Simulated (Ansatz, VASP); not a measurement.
Sr in VASP and in Ansatz

Contents of INCAR:

```
SYSTEM = Sr
PREC     = Accurate       ! precision mode
ENCUT    = 520            ! plane-wave cutoff, eV
EDIFF    = 1E-6           ! SCF threshold, eV
ISMEAR   = 0              ! smearing method
SIGMA    = 0.1            ! smearing width, eV
LREAL    = .False.        ! projectors in reciprocal space
LASPH    = .True.         ! aspherical terms in the spheres
NELM     = 60             ! most SCF steps
ALGO     = Fast           ! electronic algorithm
ISIF     = 2              ! what is computed and relaxed
LWAVE    = .False.        ! write WAVECAR
LCHARG   = .False.        ! write CHGCAR
GGA      = PS             ! functional
NBANDS   = 17             ! bands
```

File KPOINTS:

```
Automatic mesh
0
Gamma
  12 12 8
  0 0 0
```

Contents of POSCAR:

```
Sr
1.0
    4.1525919585      0.0000000000      0.0000000000
   -2.0762959793      3.5962501276      0.0000000000
    0.0000000000      0.0000000000      6.8097400108
Sr
2
Direct
    0.3333333333      0.6666666667      0.2500000000
    0.6666666667      0.3333333333      0.7500000000
```

Input for Ansatz:

```yaml
crystal:
  lattice:
    - [4.1525919585, 0.0, 0.0]
    - [-2.0762959793, 3.5962501276, 0.0]
    - [0.0, 0.0, 6.8097400108]
  atoms:
    - { symbol: Sr, position: [0.3333333333, 0.6666666667, 0.25] }
    - { symbol: Sr, position: [0.6666666667, 0.3333333333, 0.75] }
basis:
  ecutwfc: 420
kpoints:
  mp_grid: { grid: [12, 12, 8] }
hamiltonian:
  xc: pbesol
scf:
  occupations: { method: gaussian, width: 0.1 }
output:
  forces: true
  stress: true
  eigenvalues: true
```

Change from the starting cell: equal strain along all axes, cell held, atoms relaxed: -1.0 %.

Alike in both runs: task single point; functional PBEsol; k mesh 12 × 12 × 8; occupations gaussian, width 0.1 eV; no spin polarisation.

|  | VASP | Ansatz |
| --- | --- | --- |
| version | VASP 6.6.1 | Ansatz 0.2.0 |
| potentials or method | VASP PAW PBE potentials, release 64 (Sr_sv), cutoff 520 eV | scalar-relativistic, plane waves, PAW |
| valence electrons in the cell | 20 | 20 |

```csv
,VASP,Ansatz,Ansatz less VASP
gap on the k mesh at the Fermi level (eV),none,none,-
pressure (GPa),0.4,0.4,-0.01
```

VASP's potentials were made for PBE, not for PBEsol. A gap of «none» marks a metal or a gap that the smearing closes.
